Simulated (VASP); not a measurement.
A run of VASP 6.6.1 is set up as follows.

INCAR

```
PREC     = Accurate       # precision mode
ENCUT    = 520            # plane-wave cutoff, eV
EDIFF    = 1E-6           # SCF threshold, eV
ISMEAR   = 0              # smearing method
SIGMA    = 0.1            # smearing width, eV
LREAL    = F              # projectors in reciprocal space
LASPH    = T              # aspherical terms in the spheres
NELM     = 100            # most SCF steps
ALGO     = Normal         # electronic algorithm
ISIF     = 2              # what is computed and relaxed
LWAVE    = F              # write WAVECAR
LCHARG   = T              # write CHGCAR
GGA      = PE             # functional
LELF     = T              # ELF
LVHAR    = T            
NBANDS   = 18             # bands
```

File KPOINTS:

```
Automatic mesh
0
Gamma
  14 14 10
```

POSCAR

```
Sc
1.0
    3.3002783982      0.0000000000      0.0000000000
    0.0000000000      3.3002783982      0.0000000000
    0.0000000000      0.0000000000      4.5894050552
Sc
2
Direct
    0.0000000000      0.0000000000      0.0000000000
    0.5000000000      0.5000000000      0.5000000000
```

Potentials or basis: VASP PAW PBE potentials, release 64 (Sc_sv).

Run with:

```sh
$ cat potpaw_PBE.64/Sc_sv/POTCAR > POTCAR
$ mpirun -np 1 vasp_std > vasp.out
```

Problem. Predict the pressure.

Solution. -0.7 GPa.

Problem. Predict the band gap on the k mesh.

Solution. Zero (band 11 reaches 4.05 eV, above the bottom of band 12 at 3.07 eV).

Stress tensor (GPa, compression positive):
```
-0.85  0.00  0.00
 0.00 -0.85  0.00
 0.00  0.00 -0.35
```

Caveat: the cell differs from its parent crystal (biaxial strain in the a-b plane: +1.0 %).
